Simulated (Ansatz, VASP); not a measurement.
# One calculation of FeO, two programs

```xyz
4
Lattice="3.0780 0.0000 0.0000 1.4102 2.7359 0.0000 -1.1526 -0.7026 5.0801" Properties=species:S:1:pos:R:3 pbc="T T T"
Fe    1.6678    1.0167    2.5400
Fe    0.0000    0.0000    0.0000
O     3.0780    1.8763    1.2700
O     0.2576    0.1570    3.8100
```

Alike in both runs: task single point; functional r2SCAN; k mesh 8 × 8 × 5; occupations fermi-dirac, width 0.05 eV; collinear spin.

```csv
,VASP,Ansatz
version,VASP 6.6.1,Ansatz 0.2.0
potentials or method,"VASP PAW PBE potentials, release 64 (Fe, O), cutoff 520 eV","plane waves, PAW"
valence electrons in the cell,28,44
```

```tsv
	VASP	Ansatz	Ansatz less VASP
gap on the k mesh at the Fermi level (eV)	none	none	-
net moment per atom (μB)	2.00	2.00	0.000
size of the moment on the site where the two differ most (μB)	3.68	3.46	-0.215
```

VASP's potentials were made for PBE, not for r2SCAN. Site moments also hang on the region over which each program counts them. A gap of «none» marks a metal or a gap that the smearing closes. With one functional, cell and mesh, what is left measures potentials, basis and numerics. VASP's potentials hold 28 valence electrons a cell and Ansatz's 44, so a difference there can come from the potentials and not from the codes. Ansatz's warnings: stability check not made.
